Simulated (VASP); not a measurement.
# HfN (F-43m) in VASP: notebook, part 2 of 2

VASP 6.6.1. The steps go on from the part before.

## (3) Single point, PBEsol (strain -0.040 along x and y, -0.040 along z)

INCAR reads:

```
ALGO = Normal
EDIFF = 1E-7
ENCUT = 520
GGA = PS
ISIF = 2
ISMEAR = 0
LASPH = T
LCHARG = F
LREAL = F
LWAVE = F
NBANDS = 14
NELM = 100
PREC = Accurate
SIGMA = 0.15
```

KPOINTS reads:

```
k-points
0
Gamma
  16 16 16
```

POSCAR reads:

```
HfN
1.0
    0.0000000000      2.3566291200      2.3566291200
    2.3566291200      0.0000000000      2.3566291200
    2.3566291200      2.3566291200      0.0000000000
Hf N
1 1
Direct
    0.0000000000      0.0000000000      0.0000000000
    0.7500000000      0.7500000000      0.7500000000
```

Potentials or basis: VASP PAW PBE potentials, release 64 (Hf_pv, N).

Run with:

```console
$ cat potpaw_PBE.64/Hf_pv/POTCAR potpaw_PBE.64/N/POTCAR > POTCAR
$ mpirun -np 1 vasp_std > vasp.out
```

OUTCAR:

```text
EDIFF = 1E-7
   ENCUT = 520
   GGA = PS
   ISIF = 2
   ISMEAR = 0
   LASPH = T
   LREAL = F
   NELM = 100
   PREC = Accurate

 ion  position               nearest neighbor table
   1  0.000  0.000  0.000-   2 2.04   2 2.04   2 2.04   2 2.04
   2  0.750  0.750  0.750-   1 2.04   1 2.04   1 2.04   1 2.04

  LATTYP: Found a face centered cubic cell.
 ALAT       =     4.7132582400

  Lattice vectors:

 A1 = (   0.0000000000,   2.3566291200,   2.3566291200)
 A2 = (   2.3566291200,   0.0000000000,   2.3566291200)
 A3 = (   2.3566291200,   2.3566291200,   0.0000000000)

Analysis of symmetry for initial positions (statically):
=====================================================================
 Subroutine PRICEL returns:
 Original cell was already a primitive cell.

 Routine SETGRP: Setting up the symmetry group for a
 face centered cubic supercell.

 Subroutine GETGRP returns: Found 24 space group operations
 (whereof 24 operations were pure point group operations)
 out of a pool of 48 trial point group operations.

The static configuration has the point symmetry T_d .

Analysis of symmetry for dynamics (positions and initial velocities):
=====================================================================
 Subroutine PRICEL returns:
 Original cell was already a primitive cell.

 Routine SETGRP: Setting up the symmetry group for a
 face centered cubic supercell.

 Subroutine GETGRP returns: Found 24 space group operations
 (whereof 24 operations were pure point group operations)
 out of a pool of 48 trial point group operations.

The dynamic configuration has the point symmetry T_d .

 Subroutine INISYM returns: Found 24 space group operations
 (whereof 24 operations are pure point group operations),
 and found     1 'primitive' translations

----------------------------------------------------------------------------------------

                                     Primitive cell

  volume of cell :      26.1760
[... 113 lines left out ...]
   LORBIT       =      0    0 simple, 1 ext, 2 COOP (PROOUT), +10 PAW based schemes
   GGA     = PS    functional components
   LHFCALC =     F    Hartree Fock is set to
   AEXX    =    0.0000 exact exchange contribution
   IVDW    =     0    specifies the selected vdW correction
   LEPSILON=     F    determine dielectric tensor
   LRPA    =     F    only Hartree local field effects (RPA)
 non-spin polarized calculation
 Gauss-broadening in eV      SIGMA  =   0.15
  energy-cutoff  :      520.00
  volume of cell :       26.18
 maximum number of plane-waves:       725
 NGX is ok and might be reduce to    28
   NGX = 13   NGY = 13   NGZ = 13

 number of electron      15.0000000 magnetization

 Free energy of the ion-electron system (eV)
  ---------------------------------------------------
  ext. energy  EPLUGINS =         0.00000000
  ---------------------------------------------------
  free energy    TOTEN  =       -22.10053322 eV

  energy without entropy =      -22.09478929  energy(sigma->0) =      -22.09766125

 E-fermi :   6.5723     XC(G=0): -11.9925

 val. band max:        6.5214782137   @ k =   0.5000   0.2500   0.0625
 cond. band min:       6.5767123115   @ k =   0.3125   0.1875   0.0000
 fundamental gap:      0.0552340978
 Fermi energy:         6.5723121448

 k-point     1 :       0.0000    0.0000    0.0000
  band No.  band energies     occupation
      1     -24.0485      2.00000
      2     -24.0485      2.00000
      3     -24.0485      2.00000
      4     -10.1502      2.00000
      5       0.5286      2.00000
      6       0.5286      2.00000
      7       0.5286      2.00000
      8       6.1478      1.99994
      9       9.0689      0.00000
     10       9.0689      0.00000
     11      13.9627      0.00000
     12      13.9627      0.00000
     13      13.9627      0.00000
     14      19.4584      0.00000
[... 377 lines left out ...]
      1     -24.1260      2.00000
      2     -24.0688      2.00000
      3     -24.0542      2.00000
      4      -9.9846      2.00000
      5       0.3007      2.00000
      6       0.6039      2.00000
      7       0.6542      2.00000
      8       6.7254      0.14886
      9       8.6940      0.00000
     10       9.0160      0.00000
     11      13.7830      0.00000
     12      14.0746      0.00000
     13      14.4272      0.00000
     14      19.4179      0.00000

 [... further k-points ...]
[... 5 lines left out ...]
  --------------------------------------------------------------------------------------
  -------------------------------------------------------------------------------------
  Total        3.8077484      3.8077484      3.8077484      0.0000000     -0.0000000      0.0000000
  in kB      233.0639527    233.0639527    233.0639527      0.0000000     -0.0000000      0.0000000
  external PRESSURE =     233.0639527 kB  Pullay stress =       0.0000000 kB

 VOLUME and BASIS-vectors are now :
 -----------------------------------------------------------------------------
  energy-cutoff  :      520.00
  volume of cell :       26.18
      direct lattice vectors                 reciprocal lattice vectors
     0.000000000  2.356629120  2.356629120    -0.212167454  0.212167454  0.212167454
     2.356629120  0.000000000  2.356629120     0.212167454 -0.212167454  0.212167454
     2.356629120  2.356629120  0.000000000     0.212167454  0.212167454 -0.212167454

 POSITION                                       TOTAL-FORCE (eV/Angst)
 -----------------------------------------------------------------------------------
      0.00000      0.00000      0.00000         0.000000     -0.000000     -0.000000
      3.53494      3.53494      3.53494        -0.000000      0.000000      0.000000
 -----------------------------------------------------------------------------------
    total drift:                                0.000000      0.000000      0.000000

  FREE ENERGIE OF THE ION-ELECTRON SYSTEM (eV)
  ---------------------------------------------------
  free  energy   TOTEN  =       -22.1005332152 eV

  energy  without entropy=      -22.0947892931  energy(sigma->0) =      -22.09766125
```

It took 28 s on 1 thread of Intel Xeon 6975P-C (Granite Rapids), shared host; peak memory 0.2 GiB.

Results:

* Free energy: -22.1005 eV
* Pressure: 23.3 GPa

Levels at points of the mesh, in eV from the Fermi level:
| k point | band 3 | band 4 | band 5 | band 6 | band 7 | band 8 | band 9 | band 10 | band 11 | band 12 |
| --- | --- | --- | --- | --- | --- | --- | --- | --- | --- | --- |
| (0.00, 0.00, 0.00) | -30.62 | -16.72 | -6.04 | -6.04 | -6.04 | -0.42 | 2.50 | 2.50 | 7.39 | 7.39 |
| (0.50, 0.00, 0.00) | -30.72 | -15.34 | -5.93 | -5.34 | -5.34 | 1.77 | 3.11 | 3.11 | 4.64 | 6.03 |
| (0.50, 0.50, 0.00) | -30.88 | -14.85 | -7.63 | -3.70 | -3.70 | -1.18 | 2.52 | 4.67 | 5.38 | 5.38 |

Caveat: the cell differs from its parent crystal (strain -0.040 along x and y, -0.040 along z); the PAW data sets were made with another functional, which shifts forces and pressure a little; spin-orbit coupling is left out, which moves the levels of the heavy elements.

## (4) Single point, PBEsol (strain +0.040 along x and y, +0.040 along z)

INCAR reads:

```
PREC     = Accurate       # precision mode
ENCUT    = 520            # plane-wave cutoff, eV
EDIFF    = 1E-7           # SCF threshold, eV
ISMEAR   = 0              # smearing method
SIGMA    = 0.15           # smearing width, eV
LREAL    = F              # projectors in reciprocal space
LASPH    = T              # aspherical terms in the spheres
NELM     = 60             # most SCF steps
ALGO     = Normal         # electronic algorithm
ISIF     = 2              # what is computed and relaxed
LWAVE    = F              # write WAVECAR
LCHARG   = F              # write CHGCAR
GGA      = PS             # functional
NBANDS   = 14             # bands
```

KPOINTS reads:

```
regular mesh
0
Gamma
  16 16 16
```

POSCAR reads:

```
HfN
1.0
    0.0000000000      2.5530148800      2.5530148800
    2.5530148800      0.0000000000      2.5530148800
    2.5530148800      2.5530148800      0.0000000000
Hf N
1 1
Direct
    0.0000000000      0.0000000000      0.0000000000
    0.7500000000      0.7500000000      0.7500000000
```

Potentials or basis: VASP PAW PBE potentials, release 64 (Hf_pv, N).

Run with:

```console
$ cat potpaw_PBE.64/Hf_pv/POTCAR potpaw_PBE.64/N/POTCAR > POTCAR
$ mpirun -np 1 vasp_std > vasp.out
```

OUTCAR:

```text
PREC = Accurate
   ENCUT = 520
   EDIFF = 1E-7
   ISMEAR = 0
   LREAL = F
   LASPH = T
   NELM = 60
   ISIF = 2
   GGA = PS

 ion  position               nearest neighbor table
   1  0.000  0.000  0.000-   2 2.21   2 2.21   2 2.21   2 2.21
   2  0.750  0.750  0.750-   1 2.21   1 2.21   1 2.21   1 2.21

  LATTYP: Found a face centered cubic cell.
 ALAT       =     5.1060297600

  Lattice vectors:

 A1 = (   0.0000000000,   2.5530148800,   2.5530148800)
 A2 = (   2.5530148800,   0.0000000000,   2.5530148800)
 A3 = (   2.5530148800,   2.5530148800,   0.0000000000)
[... 583 lines left out ...]
      9       6.4149      0.00000
     10       6.6326      0.00000
     11      10.3719      0.00000
     12      10.5822      0.00000
     13      10.7847      0.00000
     14      15.6169      0.00000

 [... further k-points ...]
[... 5 lines left out ...]
  --------------------------------------------------------------------------------------
  -------------------------------------------------------------------------------------
  Total       -4.7284169     -4.7284169     -4.7284169      0.0000000     -0.0000000      0.0000000
  in kB     -227.6335703   -227.6335703   -227.6335703      0.0000000     -0.0000000      0.0000000
  external PRESSURE =    -227.6335703 kB  Pullay stress =       0.0000000 kB

 VOLUME and BASIS-vectors are now :
 -----------------------------------------------------------------------------
  energy-cutoff  :      520.00
  volume of cell :       33.28
      direct lattice vectors                 reciprocal lattice vectors
     0.000000000  2.553014880  2.553014880    -0.195846880  0.195846880  0.195846880
     2.553014880  0.000000000  2.553014880     0.195846880 -0.195846880  0.195846880
     2.553014880  2.553014880  0.000000000     0.195846880  0.195846880 -0.195846880

 POSITION                                       TOTAL-FORCE (eV/Angst)
 -----------------------------------------------------------------------------------
      0.00000      0.00000      0.00000        -0.000000      0.000000      0.000000
      3.82952      3.82952      3.82952         0.000000     -0.000000     -0.000000
 -----------------------------------------------------------------------------------
    total drift:                               -0.000000     -0.000000     -0.000000

  FREE ENERGIE OF THE ION-ELECTRON SYSTEM (eV)
  ---------------------------------------------------
  free  energy   TOTEN  =       -21.9061304085 eV

  energy  without entropy=      -21.8978796869  energy(sigma->0) =      -21.90200505
```

OSZICAR:

```text
N       E                     dE             d eps       ncg     rms          rms(c)
DAV:   1     0.400831538655E+02    0.40083E+02   -0.75598E+03  4068   0.955E+02
DAV:   2    -0.226665880595E+02   -0.62750E+02   -0.58670E+02  5596   0.227E+02
DAV:   3    -0.253123100343E+02   -0.26457E+01   -0.26352E+01  4744   0.381E+01
DAV:   4    -0.253295103748E+02   -0.17200E-01   -0.17197E-01  4882   0.370E+00
DAV:   5    -0.253297046622E+02   -0.19429E-03   -0.19429E-03  4708   0.348E-01    0.442E+01
DAV:   6    -0.221599516087E+02    0.31698E+01   -0.13256E+01  4474   0.232E+01    0.339E+01
DAV:   7    -0.219452685573E+02    0.21468E+00   -0.82648E-01  4246   0.766E+00    0.232E+01
DAV:   8    -0.219224246746E+02    0.22844E-01   -0.23151E-01  4672   0.394E+00    0.757E+00
DAV:   9    -0.219062414595E+02    0.16183E-01   -0.41254E-02  4426   0.153E+00    0.166E+00
DAV:  10    -0.219061617956E+02    0.79664E-04   -0.17603E-03  5020   0.360E-01    0.168E-01
DAV:  11    -0.219061308643E+02    0.30931E-04   -0.11898E-04  4498   0.941E-02    0.766E-02
DAV:  12    -0.219061304762E+02    0.38811E-06   -0.13856E-05  5326   0.280E-02    0.167E-02
DAV:  13    -0.219061304085E+02    0.67653E-07   -0.65226E-07  4438   0.716E-03
   1 F= -.21906130E+02 E0= -.21902005E+02  d E =-.825072E-02
```

It took 27 s on 1 thread of Intel Xeon 6975P-C (Granite Rapids), shared host; peak memory 0.21 GiB.

What came out:

* Free energy: -21.9061 eV
* Pressure: -22.8 GPa

Caveat: the cell differs from its parent crystal (strain +0.040 along x and y, +0.040 along z); the PAW data sets were made with another functional, which shifts forces and pressure a little; spin-orbit coupling is left out, which moves the levels of the heavy elements.

## (5) The runs side by side

| cell | gap on the mesh (eV) | pressure (GPa) |
| --- | --- | --- |
| a = 3.194 Å, angles 60.0°, 2 atoms | none | 71.8 |
| a = 3.333 Å, angles 60.0°, 2 atoms | none | 23.3 |
| a = 3.611 Å, angles 60.0°, 2 atoms | none | -22.8 |

Alike in all rows: task single point; level PBEsol; potentials or basis VASP PAW PBE potentials, release 64 (Hf_pv, N); no spin polarisation; k mesh 16 × 16 × 16; cutoff (eV) 520; smearing gaussian 0.15 eV.

Caveats: the PAW data sets were made with another functional, which shifts forces and pressure a little; spin-orbit coupling is left out, which moves the levels of the heavy elements.

Absolute energies hang on the potentials; compare differences alone.
